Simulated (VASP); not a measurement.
# Al17As16 (a cell with a defect) in VASP: further runs

Al17As16 (a cell with a defect) is run at these levels: PBE; tasks: single point, relaxation of the atoms.

All numbers are computed with VASP 6.6.1; they aren't measurements. Logs are shortened: lines on timing, memory, paths and dates and some standing lists are left out, and cuts for length are marked.

### 1 The cell of the first run

The cell holds a defect, 33 atoms: a = 9.921 Å, b = 9.921 Å, c = 9.921 Å, α = 109.47°, β = 109.47°, γ = 109.47°.

### 2 Single point, PBE, collinear spin (with an interstitial atom, then relaxed in part)

INCAR reads:

```
SYSTEM = Al17As16
  PREC = Accurate
  ENCUT = 400
  EDIFF = 1E-6
  ISMEAR = 0
  SIGMA = 0.01
  LREAL = Auto
  LASPH = .TRUE.
  NELM = 200
  ALGO = Normal
  ISIF = 2
  LWAVE = .FALSE.
  LCHARG = .FALSE.
  ISPIN = 2
  MAGMOM = 0 0 0 0.091 0 0 0 0 0.091 0.091 0 0 0.091 0 0 0 0.091 0 0 0.091 0 0 0 0 0 0.091 0.091 0.091 0 0.091 0.091 0 0
  LORBIT = 11
  GGA = PE
  NBANDS = 92
  GGA_COMPAT = .FALSE.
```

KPOINTS reads:

```
Automatic mesh
0
Gamma
  2 2 2
  0.5 0.5 0.5
```

POSCAR reads:

```
Al17As16
1.0
   -5.7279123196      5.7279123196     -5.7279123196
   -5.7279123196     -5.7279123196      5.7279123196
    5.7279123196      5.7279123196      5.7279123196
Al As
17 16
Direct
    0.7460229885      0.7460229885      0.4972952447
    0.5012722562      0.0000000000      0.5039770115
    0.4987277438      0.7527047553      0.7487277438
    0.2664452836      0.2664452836      0.5164452836
    0.2539770115      0.0000000000      0.7512722562
    0.2472952447      0.7460229885     -0.0039770115
    0.0000000000      0.5012722562      0.5039770115
    0.0000000000      0.2539770115      0.7512722562
    0.0000000000      0.0000000000     -0.0164452836
    0.0000000000      0.7335547164      0.2500000000
    0.7527047553      0.4987277438      0.7487277438
    0.7460229885      0.2472952447     -0.0039770115
    0.7335547164      0.0000000000      0.2500000000
    0.4987277438      0.4987277438      0.0027047553
    0.5012722562      0.2539770115      0.2500000000
    0.2539770115      0.5012722562      0.2500000000
    0.0000000000      0.0000000000      0.2500000000
    0.0000000000      0.0000000000      0.7382019440
    0.7500000000      0.2500000000      0.7500000000
    0.7479689341      0.0000000000     -0.0020310659
    0.5117980560      0.5117980560      0.7617980560
    0.5000000000      0.2500000000      0.0000000000
    0.4882019440      0.0000000000      0.2500000000
    0.2500000000      0.7500000000      0.7500000000
    0.2500000000      0.5000000000      0.0000000000
    0.2520310659      0.2520310659      0.2500000000
    0.2520310659      0.0000000000      0.5020310659
    0.0000000000      0.7479689341     -0.0020310659
    0.0000000000      0.4882019440      0.2500000000
    0.0000000000      0.2520310659      0.5020310659
    0.7479689341      0.7479689341      0.2500000000
    0.7500000000      0.5000000000      0.5000000000
    0.5000000000      0.7500000000      0.5000000000
```

Potentials or basis: VASP PAW PBE potentials, release 64 (Al, As).

On the command line:

```bash
$ cat potpaw_PBE.64/Al/POTCAR potpaw_PBE.64/As/POTCAR > POTCAR
$ mpirun -np 1 vasp_std > vasp.out
```

OUTCAR:

```text
SYSTEM = Al17As16
   PREC = Accurate
   ENCUT = 400
   EDIFF = 1E-6
   ISMEAR = 0
   LREAL = Auto
   LASPH = .TRUE.
   NELM = 200
   ISIF = 2
   ISPIN = 2
   LORBIT = 11
   GGA = PE

 ion  position               nearest neighbor table
   1  0.746  0.746  0.497-  32 2.46  33 2.46  31 2.47  18 2.48
   2  0.501  0.000  0.504-  19 2.46  33 2.46  27 2.47  23 2.48
   3  0.499  0.753  0.749-  33 2.46  24 2.46  20 2.47  21 2.48
   4  0.266  0.266  0.516-  21 2.43  27 2.55  30 2.55  26 2.55  17 2.64
   5  0.254  0.000  0.751-  22 2.46  24 2.46  27 2.47  18 2.48
   6  0.247  0.746  0.996-  24 2.46  25 2.46  28 2.47  23 2.48
   7  0.000  0.501  0.504-  24 2.46  32 2.46  30 2.47  29 2.48
   8  0.000  0.254  0.751-  19 2.46  25 2.46  30 2.47  18 2.48
   9  0.000  0.000  0.984-  18 2.43  20 2.55  26 2.55  28 2.55  17 2.64
  10  0.000  0.734  0.250-  29 2.43  28 2.55  27 2.55  31 2.55  17 2.64
  11  0.753  0.499  0.749-  19 2.46  32 2.46  28 2.47  21 2.48
  12  0.746  0.247  0.996-  19 2.46  22 2.46  20 2.47  29 2.48
  13  0.734  0.000  0.250-  23 2.43  20 2.55  30 2.55  31 2.55  17 2.64
  14  0.499  0.499  0.003-  22 2.46  25 2.46  31 2.47  21 2.48
  15  0.501  0.254  0.250-  22 2.46  32 2.46  26 2.47  23 2.48
  16  0.254  0.501  0.250-  25 2.46  33 2.46  26 2.47  29 2.48
  17  0.000  0.000  0.250-   4 2.64   9 2.64  10 2.64  13 2.64  20 2.89  26 2.89  27 2.89  28 2.89
                            30 2.89  31 2.89
  18  0.000  0.000  0.738-   9 2.43   5 2.48   8 2.48   1 2.48
  19  0.750  0.250  0.750-   2 2.46   8 2.46  11 2.46  12 2.46
  20  0.748  0.000  0.998-   3 2.47  12 2.47   9 2.55  13 2.55  17 2.89
  21  0.512  0.512  0.762-   4 2.43   3 2.48  11 2.48  14 2.48
  22  0.500  0.250  0.000-   5 2.46  12 2.46  15 2.46  14 2.46
  23  0.488  0.000  0.250-  13 2.43   6 2.48   2 2.48  15 2.48
  24  0.250  0.750  0.750-   5 2.46   6 2.46   7 2.46   3 2.46
  25  0.250  0.500  0.000-   6 2.46   8 2.46  16 2.46  14 2.46
  26  0.252  0.252  0.250-  15 2.47  16 2.47   9 2.55   4 2.55  17 2.89
  27  0.252  0.000  0.502-   2 2.47   5 2.47   4 2.55  10 2.55  17 2.89
  28  0.000  0.748  0.998-   6 2.47  11 2.47  10 2.55   9 2.55  17 2.89
  29  0.000  0.488  0.250-  10 2.43   7 2.48  12 2.48  16 2.48
  30  0.000  0.252  0.502-   7 2.47   8 2.47   4 2.55  13 2.55  17 2.89
  31  0.748  0.748  0.250-   1 2.47  14 2.47  13 2.55  10 2.55  17 2.89
  32  0.750  0.500  0.500-   1 2.46   7 2.46  11 2.46  15 2.46
  33  0.500  0.750  0.500-   1 2.46   2 2.46   3 2.46  16 2.46

  LATTYP: Found a body centered cubic cell.
 ALAT       =    11.4558246392

  Lattice vectors:

 A1 = (  -5.7279123196,   5.7279123196,  -5.7279123196)
 A2 = (  -5.7279123196,  -5.7279123196,   5.7279123196)
 A3 = (   5.7279123196,   5.7279123196,   5.7279123196)

Analysis of symmetry for initial positions (statically):
=====================================================================
 Subroutine PRICEL returns:
 Original cell was already a primitive cell.

 Routine SETGRP: Setting up the symmetry group for a
 body centered cubic supercell.

 Subroutine GETGRP returns: Found 24 space group operations
 (whereof  6 operations were pure point group operations)
 out of a pool of 48 trial point group operations.

The static configuration has the point symmetry C_3v.
 The point group associated with its full space group is T_d .

Analysis of symmetry for dynamics (positions and initial velocities):
=====================================================================
 Subroutine PRICEL returns:
 Original cell was already a primitive cell.

 Routine SETGRP: Setting up the symmetry group for a
 body centered cubic supercell.

 Subroutine GETGRP returns: Found 24 space group operations
 (whereof  6 operations were pure point group operations)
 out of a pool of 48 trial point group operations.

The dynamic configuration has the point symmetry C_3v.
 The point group associated with its full space group is T_d .

Analysis of structural, dynamic, and magnetic symmetry:
=====================================================================
 Subroutine PRICEL returns:
 Original cell was already a primitive cell.

 Routine SETGRP: Setting up the symmetry group for a
 body centered cubic supercell.

 Subroutine GETGRP returns: Found 24 space group operations
 (whereof  6 operations were pure point group operations)
 out of a pool of 48 trial point group operations.

The overall configuration has the point symmetry C_3v.
 The point group associated with its full space group is T_d .

 Subroutine INISYM returns: Found 24 space group operations
[... 126 lines left out ...]
 SYSTEM =  Al17As16
   PREC   = accura    normal or accurate (medium, high low for compatibility)
   ISTART =      0    job   : 0-new  1-cont  2-samecut
   ICHARG =      2    charge: 1-file 2-atom 10-const
   ISPIN  =      2    spin polarized calculation?
   LNONCOLLINEAR =      F non collinear calculations
   LSORBIT =      F    spin-orbit coupling
   LASPH  =      T    aspherical Exc in radial PAW
   ENCUT  =  400.0 eV  29.40 Ry    5.42 a.u.  16.18 16.18 16.18*2*pi/ulx,y,z
   NELM   =    200;   NELMIN=  2; NELMDL= -5     # of ELM steps
   EDIFF  = 0.1E-05   stopping-criterion for ELM
   LREAL  =      T    real-space projection
   EDIFFG = 0.1E-04   stopping-criterion for IOM
   NSW    =      0    number of steps for IOM
   IBRION =     -1    ionic relax: 0-MD 1-quasi-New 2-CG
   NFREE  =      0    steps in history (QN), initial steepest desc. (CG)
   ISIF   =      2    stress and relaxation
   ISYM   =      2    0-nonsym 1-usesym 2-fastsym
   POTIM  = 0.5000    time-step for ionic-motion
   TEBEG  =    0.0;   TEEND  =   0.0 temperature during run
   PSTRESS=    0.0 pullay stress
   NELECT =     131.0000    total number of electrons
   NUPDOWN=      -1.0000    fix difference up-down
   EMIN   =  10.00;   EMAX   =-10.00  energy-range for DOS
   EFERMI =   0.00;   METHOD = LEGACY
   ISMEAR =     0;   SIGMA  =   0.01  broadening in eV -4-tet -1-fermi 0-gaus
   EFERMI_NEDOS =   21; number of points for ismear=-14 and -15
   IALGO  =     38    algorithm
   IMIX   =      4    mixing-type and parameters
     AMIX     =   0.40;   BMIX     =  1.00
     AMIX_MAG =   1.60;   BMIX_MAG =  1.00
  volume/ion in A,a.u.               =      22.78       153.72
  Fermi-wavevector in a.u.,A,eV,Ry     =   0.914427  1.728016 11.376868  0.836176
  Thomas-Fermi vector in A             =   2.039052
   LORBIT       =     11    0 simple, 1 ext, 2 COOP (PROOUT), +10 PAW based schemes
   GGA     = PE    functional components
   LHFCALC =     F    Hartree Fock is set to
   AEXX    =    0.0000 exact exchange contribution
   IVDW    =     0    specifies the selected vdW correction
   LEPSILON=     F    determine dielectric tensor
   LRPA    =     F    only Hartree local field effects (RPA)
 spin polarized calculation
 Gauss-broadening in eV      SIGMA  =   0.01
  energy-cutoff  :      400.00
  volume of cell :      751.71
 maximum number of plane-waves:     13700
 NGX is ok and might be reduce to    70
   NGX = 33   NGY = 33   NGZ = 33

 number of electron     130.9999989 magnetization       1.0001585

 Free energy of the ion-electron system (eV)
  ---------------------------------------------------
  ext. energy  EPLUGINS =         0.00000000
  ---------------------------------------------------
  free energy    TOTEN  =      -150.51143500 eV

  energy without entropy =     -150.50950672  energy(sigma->0) =     -150.51047086

 E-fermi :   5.7116     XC(G=0):  -9.0396

 val. band max:        5.6754144501   @ k =   0.2500   0.2500   0.2500
 cond. band min:       5.7146450372   @ k =  -0.2500   0.2500   0.2500
 fundamental gap:      0.0392305871
 Fermi energy:         5.7115993383

 spin component 1

 k-point     1 :       0.2500    0.2500    0.2500
  band No.  band energies     occupation
      1      -7.5691      1.00000
      2      -7.3716      1.00000
      3      -7.3716      1.00000
      4      -7.3716      1.00000
      5      -6.4252      1.00000
      6      -6.4201      1.00000
[... 149 lines left out ...]
     76       6.9082      0.00000
     77       7.0413      0.00000
 Fermi energy:         5.7115993383

 spin component 2

 k-point     1 :       0.2500    0.2500    0.2500
  band No.  band energies     occupation
      1      -7.5415      1.00000
      2      -7.3541      1.00000
      3      -7.3541      1.00000
      4      -7.3541      1.00000
      5      -6.4175      1.00000
      6      -6.4055      1.00000
[... 149 lines left out ...]
     76       6.9508      0.00000
     77       7.1031      0.00000
 [bands above 77 left out]

------------------------ aborting loop because EDIFF is reached ----------------------------------------

  FORCE on cell =-STRESS in cart. coord.  units (eV):
  Direction    XX          YY          ZZ          XY          YZ          ZX
  --------------------------------------------------------------------------------------
  -------------------------------------------------------------------------------------
  Total        7.4342496      7.4342496      7.4342496     -0.0000000      0.0000000      0.0000000
  in kB       15.8452335     15.8452335     15.8452335     -0.0000000      0.0000000      0.0000000
  external PRESSURE =      15.8452335 kB  Pullay stress =       0.0000000 kB

 VOLUME and BASIS-vectors are now :
 -----------------------------------------------------------------------------
  energy-cutoff  :      400.00
  volume of cell :      751.71
      direct lattice vectors                 reciprocal lattice vectors
    -5.727912320  5.727912320 -5.727912320    -0.087291839  0.087291839  0.000000000
    -5.727912320 -5.727912320  5.727912320    -0.087291839  0.000000000  0.087291839
     5.727912320  5.727912320  5.727912320     0.000000000  0.087291839  0.087291839

 POSITION                                       TOTAL-FORCE (eV/Angst)
 -----------------------------------------------------------------------------------
     -5.69784      2.84846      2.84846         0.011565     -0.024065     -0.024065
      0.01549      5.75798      0.01549         0.024065      0.011565      0.024065
     -2.87945      2.83389      5.74340        -0.024065     -0.011565      0.024065
     -0.09420      2.95815      2.95815         0.021853     -0.021853     -0.021853
      2.84846      5.75798      2.84846        -0.024065      0.011565     -0.024065
      0.01549      2.84846      8.56180         0.024065     -0.024065     -0.011565
[... 25 lines left out ...]
     -4.29593      4.29593      1.43198         0.000000      0.000000     -0.000000
     -4.29593      1.43198      4.29593         0.000000      0.000000     -0.000000
 -----------------------------------------------------------------------------------
    total drift:                                0.000003     -0.000003     -0.000003

  FREE ENERGIE OF THE ION-ELECTRON SYSTEM (eV)
  ---------------------------------------------------
  free  energy   TOTEN  =      -150.5114350005 eV

  energy  without entropy=     -150.5095067168  energy(sigma->0) =     -150.51047086

 total charge

# of ion       s       p       d       tot
------------------------------------------
    1        0.405   0.360   0.000   0.766
    2        0.405   0.360   0.000   0.766
    3        0.405   0.360   0.000   0.766
    4        0.408   0.351   0.000   0.759
    5        0.405   0.360   0.000   0.766
    6        0.405   0.360   0.000   0.766
[... 25 lines left out ...]
   32        1.199   1.660   0.026   2.885
   33        1.199   1.660   0.026   2.885
--------------------------------------------------
tot         26.293  32.297   0.442  59.031

 magnetization (x)

# of ion       s       p       d       tot
------------------------------------------
    1        0.004   0.004   0.000   0.008
    2        0.004   0.004   0.000   0.008
    3        0.004   0.004   0.000   0.008
    4        0.003   0.006   0.000   0.009
    5        0.004   0.004   0.000   0.008
    6        0.004   0.004   0.000   0.008
[... 25 lines left out ...]
   32        0.005  -0.001   0.002   0.006
   33        0.005  -0.001   0.002   0.006
--------------------------------------------------
tot          0.127   0.083   0.031   0.240
```

Wall time 4.9 min (1 thread of Intel Xeon 6975P-C (Granite Rapids), shared host); peak memory 0.95 GiB.

Results:

```
Free energy                                           : -150.5114 eV
Pressure                                              : 1.6 GPa
Largest force                                         : 0.038 eV/Å
Band gap on the k mesh                                : zero (filled and empty bands overlap)
Net moment                                            : 1.00 μB per cell
Site moments                                          : Al +0.01, +0.03 (each value once); As -0.00, +0.01 (each value once) μB
Valence electrons inside the program's atomic spheres : Al 0.77, 0.76, 0.83 (each value once); As 2.88, 2.85 (each value once)
```

Forces on the atoms (eV/Å):
```
Al   0.012 -0.024 -0.024
Al   0.024  0.012  0.024
Al  -0.024 -0.012  0.024
Al   0.022 -0.022 -0.022
Al  -0.024  0.012 -0.024
Al   0.024 -0.024 -0.012
Al   0.024  0.024  0.012
Al  -0.024 -0.024  0.012
Al   0.022  0.022  0.022
Al  -0.022 -0.022  0.022
Al  -0.024  0.024 -0.012
Al   0.024 -0.012 -0.024
Al  -0.022  0.022 -0.022
Al   0.012  0.024  0.024
Al  -0.012 -0.024  0.024
Al  -0.012  0.024 -0.024
Al   0.000  0.000  0.000
As   0.007  0.007  0.007
As   0.000  0.000  0.000
As   0.000  0.009  0.000
As   0.007 -0.007 -0.007
As   0.000  0.000  0.000
As  -0.007  0.007 -0.007
As   0.000  0.000  0.000
As   0.000  0.000  0.000
As   0.009  0.000  0.000
As   0.000 -0.009  0.000
As   0.000  0.000  0.009
As  -0.007 -0.007  0.007
As   0.000  0.000 -0.009
As  -0.009  0.000  0.000
As   0.000  0.000  0.000
As   0.000  0.000  0.000
```

Levels at points of the mesh, in eV from the Fermi level:
Spin up:
```tsv
k point	band 62	band 63	band 64	band 65	band 66	band 67	band 68	band 69	band 70	band 71
(0.25, 0.25, 0.25)	-2.39	-2.39	-2.39	-1.42	-0.04	-0.04	-0.04	0.38	0.46	0.46
```
Spin down:
| k point | band 63 | band 64 | band 65 | band 66 | band 67 | band 68 |
| --- | --- | --- | --- | --- | --- | --- |
| (0.25, 0.25, 0.25) | -2.37 | -2.37 | -1.34 | 0.09 | 0.09 | 0.09 |

Caveat: the k points lie up to 0.39 Å⁻¹ apart; the cell differs from its parent crystal (with an interstitial atom, then relaxed in part).

(Part 1 of 2 ends here.)
